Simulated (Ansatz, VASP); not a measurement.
# Os in VASP and in Ansatz

```
Os
1.0
     2.66726    0.00000    0.00000
     0.00000    2.66726    0.00000
     0.00000    0.00000    2.66726
Os
1
Direct
  0.00000 0.00000 0.00000
```

Alike in both runs: task single point; functional RPBE; k mesh 14 × 14 × 14; occupations fermi-dirac, width 0.1 eV; no spin polarisation.

```csv
,VASP,Ansatz
version,VASP 6.6.1,Ansatz 0.2.0
potentials or method,"VASP PAW PBE potentials, release 64 (Os), cutoff 520 eV","plane waves (420 eV) with PAW, scalar-relativistic"
valence electrons in the cell,8,16
```

```csv
,VASP,Ansatz,Ansatz less VASP
pressure (GPa),-22.5,-22.1,+0.50
```

VASP's potentials were made for PBE, not for RPBE. With one functional, cell and mesh, what is left measures potentials, basis and numerics. VASP's potentials hold 8 valence electrons a cell and Ansatz's 16, so a difference there can come from the potentials and not from the codes.

Neither program's run includes spin-orbit coupling.
